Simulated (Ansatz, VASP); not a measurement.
**Two plane-wave programs on Nb**

```
CELL_PARAMETERS angstrom
2.85437 0.00000 0.00000
-1.42719 2.47196 0.00000
0.00000 0.00000 10.51752
ATOMIC_POSITIONS crystal
Nb 0.00000 0.00000 0.00000
Nb 0.00000 0.00000 0.50000
Nb 0.33333 0.66667 0.25000
Nb 0.66667 0.33333 0.75000
```

Alike in both runs: functional r2SCAN; k mesh 12 × 12 × 4; occupations fermi-dirac, width 0.05 eV; collinear spin.

Ansatz relaxed the structure, and its values are those at the end. VASP's run is a single point on that final structure, the one shown.

```csv
,VASP,Ansatz
version,VASP 6.6.1,Ansatz 0.2.0
potentials or method,"VASP PAW PBE potentials, release 64 (Nb_sv), cutoff 520 eV","plane waves (500 eV) with PAW, scalar-relativistic"
valence electrons in the cell,52,52
```

```csv
,VASP,Ansatz,Ansatz less VASP
pressure (GPa),-0.2,0.0,+0.21
net moment per atom (μB),0.00,0.00,0.000
```

VASP's potentials were made for PBE, not for r2SCAN. The functional is the same, so the differences come from potentials, cutoffs and numerics. Ansatz's warnings: seeded moment not kept.
